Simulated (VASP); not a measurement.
# Al7N (R-3) in VASP: single point with PBE

Aim: the single point of Al7N with PBE.

Everything below comes from runs of VASP 6.6.1. Logs are shortened: lines on timing, memory, paths and dates and some standing lists are left out, and cuts for length are marked.

## 1. The cell of the first run

The structure is trigonal, space group R-3 (No. 148). The conventional cell has a = 7.582 Å, b = 7.582 Å, c = 7.182 Å, α = 90.00°, β = 90.00°, γ = 120.00°. Within 3.1 Å of Al (site symmetry 1) lie 1 N at 2.08 Å and 12 Al at 2.80 to 3.01 Å. Within 3.8 Å of Al (site symmetry -3) lie 12 Al at 2.86 Å and 2 N at 3.59 Å. N (site symmetry -3) has 6 Al at 2.08 Å within 2.8 Å.

## 2. Single point, PBE, collinear spin, ferromagnetic start (with an interstitial atom)

INCAR

```
PREC = Accurate
ENCUT = 520
EDIFF = 1E-7
ISMEAR = 0
SIGMA = 0.1
LREAL = F
LASPH = T
NELM = 150
ALGO = Normal
ISIF = 2
LWAVE = F
LCHARG = F
ISPIN = 2
MAGMOM = 0 0 0 0 0 0 0 1
LORBIT = 11
GGA = PE
NBANDS = 27
```

KPOINTS

```
Automatic mesh
0
Gamma
  6 6 6
```

POSCAR

```
Al7N
1.0
    3.7909646764      2.1887144764      2.3939827932
   -3.7909646764      2.1887144764      2.3939827932
    0.0000000000     -4.3774289529      2.3939827932
Al N
7 1
Direct
    0.0634733403      0.6348130559      0.7759001203
    0.6348130559      0.7759001203      0.0634733403
    0.2240998797      0.9365266597      0.3651869441
    0.3651869441      0.2240998797      0.9365266597
    0.7759001203      0.0634733403      0.6348130559
    0.9365266597      0.3651869441      0.2240998797
    0.5000000000      0.5000000000      0.5000000000
    0.0000000000      0.0000000000      0.0000000000
```

Potentials or basis: VASP PAW PBE potentials, release 64 (Al, N).

Run with:

```
cat potpaw_PBE.64/Al/POTCAR potpaw_PBE.64/N/POTCAR > POTCAR
mpirun -np 1 vasp_std > vasp.out
```

OUTCAR:

```text
PREC = Accurate
   ENCUT = 520
   EDIFF = 1E-7
   ISMEAR = 0
   LREAL = F
   LASPH = T
   NELM = 150
   ISIF = 2
   ISPIN = 2
   LORBIT = 11
   GGA = PE

 ion  position               nearest neighbor table
   1  0.063  0.635  0.776-   8 2.08   6 2.80   7 2.86   7 2.86   4 2.86   3 2.86   5 2.87   2 2.87
                             6 2.88   5 2.91   2 2.91   4 3.01   3 3.01
   2  0.635  0.776  0.063-   8 2.08   4 2.80   7 2.86   7 2.86   6 2.86   3 2.86   1 2.87   5 2.87
                             4 2.88   1 2.91   5 2.91   6 3.01   3 3.01
   3  0.224  0.937  0.365-   8 2.08   5 2.80   7 2.86   7 2.86   2 2.86   1 2.86   6 2.87   4 2.87
                             5 2.88   6 2.91   4 2.91   2 3.01   1 3.01
   4  0.365  0.224  0.937-   8 2.08   2 2.80   7 2.86   7 2.86   1 2.86   5 2.86   6 2.87   3 2.87
                             2 2.88   6 2.91   3 2.91   1 3.01   5 3.01
   5  0.776  0.063  0.635-   8 2.08   3 2.80   7 2.86   7 2.86   4 2.86   6 2.86   1 2.87   2 2.87
                             3 2.88   1 2.91   2 2.91   4 3.01   6 3.01
   6  0.937  0.365  0.224-   8 2.08   1 2.80   7 2.86   7 2.86   2 2.86   5 2.86   3 2.87   4 2.87
                             1 2.88   3 2.91   4 2.91   2 3.01   5 3.01
   7  0.500  0.500  0.500-   5 2.86   3 2.86   1 2.86   6 2.86   2 2.86   4 2.86   5 2.86   3 2.86
                             6 2.86   1 2.86   4 2.86   2 2.86
   8  0.000  0.000  0.000-   2 2.08   4 2.08   1 2.08   6 2.08   5 2.08   3 2.08

  LATTYP: Found a trigonal (rhomboedric) cell.
 ALAT       =     4.9892923197
 COS(alpha) =    -0.1546532218

  Lattice vectors:

 A1 = (   3.7909646764,   2.1887144764,   2.3939827932)
 A2 = (  -3.7909646764,   2.1887144764,   2.3939827932)
 A3 = (   0.0000000000,  -4.3774289529,   2.3939827932)

Analysis of symmetry for initial positions (statically):
=====================================================================
 Subroutine PRICEL returns:
 Original cell was already a primitive cell.

 Routine SETGRP: Setting up the symmetry group for a
 trigonal (rhombohedral) supercell.

 Subroutine GETGRP returns: Found  6 space group operations
 (whereof  6 operations were pure point group operations)
 out of a pool of 12 trial point group operations.

The static configuration has the point symmetry S_6 .

Analysis of symmetry for dynamics (positions and initial velocities):
=====================================================================
 Subroutine PRICEL returns:
 Original cell was already a primitive cell.

 Routine SETGRP: Setting up the symmetry group for a
 trigonal (rhombohedral) supercell.

 Subroutine GETGRP returns: Found  6 space group operations
 (whereof  6 operations were pure point group operations)
 out of a pool of 12 trial point group operations.

The dynamic configuration has the point symmetry S_6 .

Analysis of structural, dynamic, and magnetic symmetry:
=====================================================================
 Subroutine PRICEL returns:
 Original cell was already a primitive cell.

 Routine SETGRP: Setting up the symmetry group for a
 trigonal (rhombohedral) supercell.

 Subroutine GETGRP returns: Found  6 space group operations
 (whereof  6 operations were pure point group operations)
 out of a pool of 12 trial point group operations.

The overall configuration has the point symmetry S_6 .

 Subroutine INISYM returns: Found  6 space group operations
 (whereof  6 operations are pure point group operations),
 and found     1 'primitive' translations

----------------------------------------------------------------------------------------

                                     Primitive cell

  volume of cell :     119.1821

  direct lattice vectors                    reciprocal lattice vectors
     3.790964676  2.188714476  2.393982793     0.131892550  0.076148200  0.139237982
    -3.790964676  2.188714476  2.393982793    -0.131892550  0.076148200  0.139237982
     0.000000000 -4.377428953  2.393982793     0.000000000 -0.152296399  0.139237982

  length of vectors
     4.989292320  4.989292320  4.989292320     0.206352632  0.206352632  0.206352632

  position of ions in fractional coordinates (direct lattice)
     0.063473340  0.634813056  0.775900120
     0.634813056  0.775900120  0.063473340
     0.224099880  0.936526660  0.365186944
     0.365186944  0.224099880  0.936526660
     0.775900120  0.063473340  0.634813056
     0.936526660  0.365186944  0.224099880
     0.500000000  0.500000000  0.500000000
     0.000000000  0.000000000  0.000000000

  ion indices of the primitive-cell ions
[... 75 lines left out ...]
   ISPIN  =      2    spin polarized calculation?
   LNONCOLLINEAR =      F non collinear calculations
   LSORBIT =      F    spin-orbit coupling
   LASPH  =      T    aspherical Exc in radial PAW
   ENCUT  =  520.0 eV  38.22 Ry    6.18 a.u.   9.28  9.28  9.28*2*pi/ulx,y,z
   NELM   =    150;   NELMIN=  2; NELMDL= -5     # of ELM steps
   EDIFF  = 0.1E-06   stopping-criterion for ELM
   LREAL  =      F    real-space projection
   EDIFFG = 0.1E-05   stopping-criterion for IOM
   NSW    =      0    number of steps for IOM
   IBRION =     -1    ionic relax: 0-MD 1-quasi-New 2-CG
   NFREE  =      0    steps in history (QN), initial steepest desc. (CG)
   ISIF   =      2    stress and relaxation
   ISYM   =      2    0-nonsym 1-usesym 2-fastsym
   POTIM  = 0.5000    time-step for ionic-motion
   TEBEG  =    0.0;   TEEND  =   0.0 temperature during run
   PSTRESS=    0.0 pullay stress
   NELECT =      26.0000    total number of electrons
   NUPDOWN=      -1.0000    fix difference up-down
   EMIN   =  10.00;   EMAX   =-10.00  energy-range for DOS
   EFERMI =   0.00;   METHOD = LEGACY
   ISMEAR =     0;   SIGMA  =   0.10  broadening in eV -4-tet -1-fermi 0-gaus
   EFERMI_NEDOS =   21; number of points for ismear=-14 and -15
   IALGO  =     38    algorithm
   IMIX   =      4    mixing-type and parameters
     AMIX     =   0.40;   BMIX     =  1.00
     AMIX_MAG =   1.60;   BMIX_MAG =  1.00
  volume/ion in A,a.u.               =      14.90       100.54
  Fermi-wavevector in a.u.,A,eV,Ry     =   0.985513  1.862349 13.214459  0.971235
  Thomas-Fermi vector in A             =   2.116825
   LORBIT       =     11    0 simple, 1 ext, 2 COOP (PROOUT), +10 PAW based schemes
   GGA     = PE    functional components
   LHFCALC =     F    Hartree Fock is set to
   AEXX    =    0.0000 exact exchange contribution
   IVDW    =     0    specifies the selected vdW correction
   LEPSILON=     F    determine dielectric tensor
   LRPA    =     F    only Hartree local field effects (RPA)
 spin polarized calculation
 Gauss-broadening in eV      SIGMA  =   0.10
  energy-cutoff  :      520.00
  volume of cell :      119.18
 maximum number of plane-waves:      3221
 NGX is ok and might be reduce to    40
   NGX = 19   NGY = 19   NGZ = 19

 number of electron      25.9999998 magnetization       0.0002071

 number of electron      25.9999998 magnetization      -0.0000004

 Free energy of the ion-electron system (eV)
  ---------------------------------------------------
  ext. energy  EPLUGINS =         0.00000000
  ---------------------------------------------------
  free energy    TOTEN  =       -34.85163375 eV

  energy without entropy =      -34.83657428  energy(sigma->0) =      -34.84410402

 E-fermi :   8.4133     XC(G=0): -10.3941

 val. band max:        8.3812527390   @ k =   0.1667  -0.1667  -0.3333
 cond. band min:       8.4226918689   @ k =   0.5000   0.1667   0.1667
 fundamental gap:      0.0414391300
 Fermi energy:         8.4133481274

 spin component 1

 k-point     1 :       0.0000    0.0000    0.0000
  band No.  band energies     occupation
      1      -8.2591      1.00000
      2      -1.5329      1.00000
      3       0.8005      1.00000
      4       1.3702      1.00000
      5       1.3702      1.00000
      6       3.3499      1.00000
[... 661 lines left out ...]
     24      14.1704      0.00000
     25      14.6668      0.00000

 [... further k-points ...]

 spin component 2

 k-point     1 :       0.0000    0.0000    0.0000
  band No.  band energies     occupation
      1      -8.2592      1.00000
      2      -1.5329      1.00000
      3       0.8004      1.00000
      4       1.3702      1.00000
      5       1.3702      1.00000
      6       3.3499      1.00000
[... 661 lines left out ...]
     24      14.1704      0.00000
     25      14.6668      0.00000

 [... further k-points ...]

 [bands above 25 left out]

------------------------ aborting loop because EDIFF is reached ----------------------------------------

  FORCE on cell =-STRESS in cart. coord.  units (eV):
  Direction    XX          YY          ZZ          XY          YZ          ZX
  --------------------------------------------------------------------------------------
  -------------------------------------------------------------------------------------
  Total       -0.1586092     -0.1586092      0.1914698      0.0000000     -0.0000000     -0.0000000
  in kB       -2.1321998     -2.1321998      2.5739479      0.0000001     -0.0000000     -0.0000000
  external PRESSURE =      -0.5634839 kB  Pullay stress =       0.0000000 kB

 VOLUME and BASIS-vectors are now :
 -----------------------------------------------------------------------------
  energy-cutoff  :      520.00
  volume of cell :      119.18
      direct lattice vectors                 reciprocal lattice vectors
     3.790964676  2.188714476  2.393982793     0.131892550  0.076148200  0.139237982
    -3.790964676  2.188714476  2.393982793    -0.131892550  0.076148200  0.139237982
     0.000000000 -4.377428953  2.393982793     0.000000000 -0.152296399  0.139237982

 POSITION                                       TOTAL-FORCE (eV/Angst)
 -----------------------------------------------------------------------------------
     -2.16593     -1.86810      3.52918         0.016555     -0.088256      0.135380
     -0.53486      2.80980      3.52918        -0.084709      0.029791      0.135380
     -2.70078      0.94170      3.65277        -0.068154     -0.058465     -0.135380
      0.53486     -2.80980      3.65277         0.084709     -0.029791     -0.135380
      2.70078     -0.94170      3.52918         0.068154      0.058465      0.135380
      2.16593      1.86810      3.65277        -0.016555      0.088256     -0.135380
      0.00000     -0.00000      3.59097         0.000000      0.000000     -0.000000
      0.00000      0.00000      0.00000         0.000000      0.000000     -0.000000
 -----------------------------------------------------------------------------------
    total drift:                               -0.000000      0.000000     -0.000000

  FREE ENERGIE OF THE ION-ELECTRON SYSTEM (eV)
  ---------------------------------------------------
  free  energy   TOTEN  =       -34.8516337482 eV

  energy  without entropy=      -34.8365742823  energy(sigma->0) =      -34.84410402

 total charge

# of ion       s       p       d       tot
------------------------------------------
    1        0.420   0.331   0.000   0.751
    2        0.420   0.331   0.000   0.751
    3        0.420   0.331   0.000   0.751
    4        0.420   0.331   0.000   0.751
    5        0.420   0.331   0.000   0.751
    6        0.420   0.331   0.000   0.751
    7        0.439   0.336   0.000   0.775
    8        1.275   2.473   0.000   3.748
--------------------------------------------------
tot          4.235   4.793   0.000   9.028

 magnetization (x)

# of ion       s       p       d       tot
------------------------------------------
    1        0.000   0.000   0.000   0.000
    2        0.000   0.000   0.000   0.000
    3        0.000   0.000   0.000   0.000
    4        0.000   0.000   0.000   0.000
    5        0.000   0.000   0.000   0.000
    6        0.000   0.000   0.000   0.000
    7        0.000   0.000   0.000   0.000
    8       -0.000  -0.000   0.000  -0.000
--------------------------------------------------
tot         -0.000  -0.000   0.000  -0.000
```

Run time: 5.3 min. Hardware: 1 thread of Oxide Virtual Turin-like, shared host; peak memory 0.35 GiB.

What came out:

```
Free energy                                           : -34.8516 eV
Pressure                                              : -0.1 GPa
Largest force                                         : 0.162 eV/Å
Band gap on the k mesh                                : zero (filled and empty bands overlap)
Net moment                                            : 0.00 μB per cell
Valence electrons inside the program's atomic spheres : Al 0.75, 0.78 (each value once); N 3.75
```

Forces on the atoms (eV/Å):
```
Al   0.017 -0.088  0.135
Al  -0.085  0.030  0.135
Al  -0.068 -0.058 -0.135
Al   0.085 -0.030 -0.135
Al   0.068  0.058  0.135
Al  -0.017  0.088 -0.135
Al   0.000  0.000  0.000
N    0.000  0.000  0.000
```

Stress tensor (GPa, compression positive):
```
-0.21  0.00  0.00
 0.00 -0.21  0.00
 0.00  0.00  0.26
```

Levels at points of the mesh, in eV from the Fermi level:
Spin up:
```csv
k point,band 11,band 12,band 13,band 14,band 15,band 16
"(0.00, 0.00, 0.00)",-1.87,-1.29,-1.29,-1.14,0.52,1.85
"(0.50, 0.00, 0.00)",-1.83,-1.39,-1.06,0.14,0.33,0.83
"(0.50, 0.50, 0.00)",-2.21,-1.26,-0.31,0.05,1.29,2.09
"(0.50, 0.50, 0.50)",-1.39,-0.93,2.38,2.38,2.67,2.89
```
Spin down:
```tsv
k point	band 10	band 11	band 12	band 13	band 14	band 15	band 16	band 17
(0.00, 0.00, 0.00)	-2.78	-1.87	-1.29	-1.29	-1.14	0.52	1.85	1.85
(0.50, 0.00, 0.00)	-2.48	-1.83	-1.39	-1.06	0.14	0.33	0.83	1.44
(0.50, 0.50, 0.00)	-2.31	-2.21	-1.26	-0.31	0.05	1.29	2.09	2.85
(0.50, 0.50, 0.50)	-2.83	-1.39	-0.93	2.38	2.38	2.67	2.89	3.28
```

Caveat: the cell differs from its parent crystal (with an interstitial atom).

The gap in the log of VASP goes by the Fermi energy; the results here count the filled bands.